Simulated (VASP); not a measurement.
# Hf3Be (I4/mmm) in VASP: a series of runs, part 2 of 2

VASP 6.6.1. The steps go on from the part before.

## Step 3: Single point, LDA

INCAR

```
PREC = Accurate
ENCUT = 520
EDIFF = 1E-7
ISMEAR = -1
SIGMA = 0.1
LREAL = False
LASPH = True
NELM = 100
ALGO = Normal
ISIF = 2
LWAVE = False
LCHARG = False
NBANDS = 24
```

KPOINTS

```
Automatic mesh
0
Gamma
  7 7 7
```

POSCAR

```
Hf3Be
1.0
   -2.0920000000      2.0920000000      4.3530460000
    2.0920000000     -2.0920000000      4.3530460000
    2.0920000000      2.0920000000     -4.3530460000
Hf Be
3 1
Direct
    0.7500000000      0.2500000000      0.5000000000
    0.2500000000      0.7500000000      0.5000000000
    0.5000000000      0.5000000000      0.0000000000
    0.0000000000      0.0000000000      0.0000000000
```

Potentials or basis: VASP PAW LDA potentials, release 64 (Hf_pv, Be).

Command:

```
$ cat potpaw_LDA.64/Hf_pv/POTCAR potpaw_LDA.64/Be/POTCAR > POTCAR
$ mpirun -np 1 vasp_std > vasp.out
```

OUTCAR:

```text
PREC = Accurate
   ENCUT = 520
   EDIFF = 1E-7
   ISMEAR = -1
   LREAL = False
   LASPH = True
   NELM = 100
   ISIF = 2

 ion  position               nearest neighbor table
   1  0.750  0.250  0.500-   2 2.96   2 2.96   2 2.96   2 2.96   3 3.02   3 3.02   4 3.02   4 3.02
                             4 3.02   3 3.02   4 3.02   3 3.02
   2  0.250  0.750  0.500-   1 2.96   1 2.96   1 2.96   1 2.96   4 3.02   4 3.02   3 3.02   3 3.02
                             4 3.02   3 3.02   4 3.02   3 3.02
   3  0.500  0.500  0.000-   4 2.96   4 2.96   4 2.96   4 2.96   2 3.02   2 3.02   1 3.02   1 3.02
                             2 3.02   1 3.02   2 3.02   1 3.02
   4  0.000  0.000  0.000-   3 2.96   3 2.96   3 2.96   3 2.96   1 3.02   1 3.02   2 3.02   2 3.02
                             2 3.02   1 3.02   2 3.02   1 3.02

  LATTYP: Found a body centered tetragonal cell.
 ALAT       =     4.1840000000
 C/A-ratio  =     2.0808059273

  Lattice vectors:

 A1 = (  -2.0920000000,   2.0920000000,   4.3530460000)
 A2 = (   2.0920000000,  -2.0920000000,   4.3530460000)
 A3 = (   2.0920000000,   2.0920000000,  -4.3530460000)

Analysis of symmetry for initial positions (statically):
=====================================================================
 Subroutine PRICEL returns:
 Original cell was already a primitive cell.

 Routine SETGRP: Setting up the symmetry group for a
 body centered tetragonal supercell.

 Subroutine GETGRP returns: Found 16 space group operations
 (whereof 16 operations were pure point group operations)
 out of a pool of 16 trial point group operations.

The static configuration has the point symmetry D_4h.

Analysis of symmetry for dynamics (positions and initial velocities):
=====================================================================
 Subroutine PRICEL returns:
 Original cell was already a primitive cell.

 Routine SETGRP: Setting up the symmetry group for a
 body centered tetragonal supercell.

 Subroutine GETGRP returns: Found 16 space group operations
 (whereof 16 operations were pure point group operations)
[... 120 lines left out ...]
   EFERMI =   0.00;   METHOD = LEGACY
   ISMEAR =    -1;   SIGMA  =   0.10  broadening in eV -4-tet -1-fermi 0-gaus
   EFERMI_NEDOS =   21; number of points for ismear=-14 and -15
   IALGO  =     38    algorithm
   IMIX   =      4    mixing-type and parameters
     AMIX     =   0.40;   BMIX     =  1.00
     AMIX_MAG =   1.60;   BMIX_MAG =  1.00
  volume/ion in A,a.u.               =      19.05       128.56
  Fermi-wavevector in a.u.,A,eV,Ry     =   1.225931  2.316673 20.448282  1.502906
  Thomas-Fermi vector in A             =   2.360950
   LORBIT       =      0    0 simple, 1 ext, 2 COOP (PROOUT), +10 PAW based schemes
   GGA     = CA    functional components
   LHFCALC =     F    Hartree Fock is set to
   AEXX    =    0.0000 exact exchange contribution
   IVDW    =     0    specifies the selected vdW correction
   LEPSILON=     F    determine dielectric tensor
   LRPA    =     F    only Hartree local field effects (RPA)
 non-spin polarized calculation
  energy-cutoff  :      520.00
  volume of cell :       76.20
 maximum number of plane-waves:      2062
   NGX = 19   NGY = 19   NGZ = 19

 number of electron      31.9999998 magnetization

 Free energy of the ion-electron system (eV)
  ---------------------------------------------------
  ext. energy  EPLUGINS =         0.00000000
  ---------------------------------------------------
  free energy    TOTEN  =       -35.91241555 eV

  energy without entropy =      -35.82560918  energy(sigma->0) =      -35.86901237

 E-fermi :   4.4859     XC(G=0): -11.2899

 val. band max:        4.4781121374   @ k =  -0.4286  -0.4286   0.2857
 cond. band min:       4.5200551502   @ k =  -0.1429   0.1429   0.0000
 fundamental gap:      0.0419430128
 Fermi energy:         4.4859073523

 k-point     1 :       0.0000    0.0000    0.0000
  band No.  band energies     occupation
      1     -26.0080      2.00000
      2     -25.8591      2.00000
      3     -25.8591      2.00000
      4     -25.6119      2.00000
      5     -25.6119      2.00000
      6     -25.4443      2.00000
[... 637 lines left out ...]
     23       7.9668      0.00000
     24       9.2110      0.00000

 [... further k-points ...]
[... 5 lines left out ...]
  --------------------------------------------------------------------------------------
  -------------------------------------------------------------------------------------
  Total       -3.7223088     -3.7223088     -3.4703359      0.0000000     -0.0000000      0.0000000
  in kB      -78.2611769    -78.2611769    -72.9634718      0.0000000     -0.0000000      0.0000000
  external PRESSURE =     -76.4952752 kB  Pullay stress =       0.0000000 kB

 VOLUME and BASIS-vectors are now :
 -----------------------------------------------------------------------------
  energy-cutoff  :      520.00
  volume of cell :       76.20
      direct lattice vectors                 reciprocal lattice vectors
    -2.092000000  2.092000000  4.353046000     0.000000000  0.239005736  0.114862099
     2.092000000 -2.092000000  4.353046000     0.239005736  0.000000000  0.114862099
     2.092000000  2.092000000 -4.353046000     0.239005736  0.239005736  0.000000000

 POSITION                                       TOTAL-FORCE (eV/Angst)
 -----------------------------------------------------------------------------------
      0.00000      2.09200      2.17652        -0.000000     -0.000000     -0.000000
      2.09200      0.00000      2.17652        -0.000000      0.000000      0.000000
      0.00000      0.00000      4.35305         0.000000     -0.000000      0.000000
      0.00000      0.00000      0.00000         0.000000     -0.000000      0.000000
 -----------------------------------------------------------------------------------
    total drift:                                0.000000     -0.000000      0.000000

  FREE ENERGIE OF THE ION-ELECTRON SYSTEM (eV)
  ---------------------------------------------------
  free  energy   TOTEN  =       -35.9124155536 eV

  energy  without entropy=      -35.8256091846  energy(sigma->0) =      -35.86901237
```

OSZICAR:

```text
N       E                     dE             d eps       ncg     rms          rms(c)
DAV:   1     0.102246753997E+03    0.10225E+03   -0.17428E+04  1928   0.127E+03
DAV:   2    -0.319647088521E+02   -0.13421E+03   -0.12640E+03  2272   0.295E+02
DAV:   3    -0.372617732208E+02   -0.52971E+01   -0.50436E+01  2600   0.382E+01
DAV:   4    -0.373603824895E+02   -0.98609E-01   -0.98468E-01  2248   0.563E+00
DAV:   5    -0.373624394550E+02   -0.20570E-02   -0.20566E-02  2616   0.670E-01    0.711E+01
DAV:   6    -0.361289922219E+02    0.12334E+01   -0.25765E+00  2232   0.657E+00    0.441E+01
DAV:   7    -0.359502039388E+02    0.17879E+00   -0.13297E+00  2416   0.572E+00    0.287E+00
DAV:   8    -0.359132920585E+02    0.36912E-01   -0.16242E-01  2216   0.183E+00    0.124E+00
DAV:   9    -0.359125342742E+02    0.75778E-03   -0.99593E-03  2456   0.593E-01    0.421E-01
DAV:  10    -0.359124123829E+02    0.12189E-03   -0.76219E-04  2392   0.184E-01    0.106E-01
DAV:  11    -0.359124170811E+02   -0.46982E-05   -0.64288E-05  2360   0.458E-02    0.321E-02
DAV:  12    -0.359124156023E+02    0.14787E-05   -0.46739E-06  2496   0.193E-02    0.139E-02
DAV:  13    -0.359124155611E+02    0.41244E-07   -0.19288E-06  2456   0.861E-03    0.286E-03
DAV:  14    -0.359124155536E+02    0.74788E-08   -0.95139E-08  1544   0.211E-03
   1 F= -.35912416E+02 E0= -.35869012E+02  d E =-.868064E-01
```

Run time: 4.4 min. Hardware: 1 thread of AMD EPYC 7R13, shared host; peak memory 0.2 GiB.

Results:

* Free energy: -35.9124 eV
* Pressure: -7.6 GPa
* Band gap on the k mesh: zero (band 16 reaches 4.64 eV, above the bottom of band 17 at 4.43 eV)

Levels at points of the mesh, in eV from the Fermi level:
| k point | band 13 | band 14 | band 15 | band 16 | band 17 | band 18 | band 19 | band 20 |
| --- | --- | --- | --- | --- | --- | --- | --- | --- |
| (0.00, 0.00, 0.00) | -1.46 | -0.99 | -0.99 | 0.06 | 0.73 | 0.73 | 1.69 | 2.99 |

Caveat: spin-orbit coupling is left out, which moves the levels of the heavy elements.
